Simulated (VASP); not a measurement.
Crystal: Ga.

```
Ga
1.0
     2.76603    0.00000    0.00000
     0.00000    2.76603    0.00000
     0.00000    0.00000    2.76603
Ga
1
Direct
  0.00000 0.00000 0.00000
```

This isn't the form of Ga at room conditions, which is orthorhombic.

| Property | Result |
| --- | --- |
| Program | VASP 6.6.1 |
| Task | relaxation of cell and atoms |
| Functional | r2SCAN |
| Potentials or basis | VASP PAW PBE potentials, release 64 (Ga_d) |
| Cutoff | 600 eV |
| k mesh | 11 × 11 × 11 |
| Occupations | fermi-dirac, width 0.1 eV |
| Spin | no spin polarisation |

At the start: pressure -4.4 GPa; volume 21.16 Å³/atom.

Q: How do energy, volume and symmetry change on relaxing?

A: Over 3 steps the energy falls by 32.6 meV/atom and the volume is 19.05 Å³/atom (-10.0 %); space group Pm-3m (No. 221, to 0.1 Å) before and after.

Step by step:
```tsv
step	energy change (eV)	largest force (eV/Å)	pressure (GPa)	volume (Å³)
1	0.0000	0.0000	-4.39	21.16
2	-0.0311	0.0000	-1.08	19.44
3	-0.0326	0.0000	-0.08	19.05
```

Final structure:
```
CELL_PARAMETERS angstrom
2.67072 0.00000 0.00000
0.00000 2.67072 0.00000
0.00000 0.00000 2.67072
ATOMIC_POSITIONS crystal
Ga 0.00000 0.00000 0.00000
```

Caveat: the PAW data sets were made with another functional, which shifts forces and pressure a little.
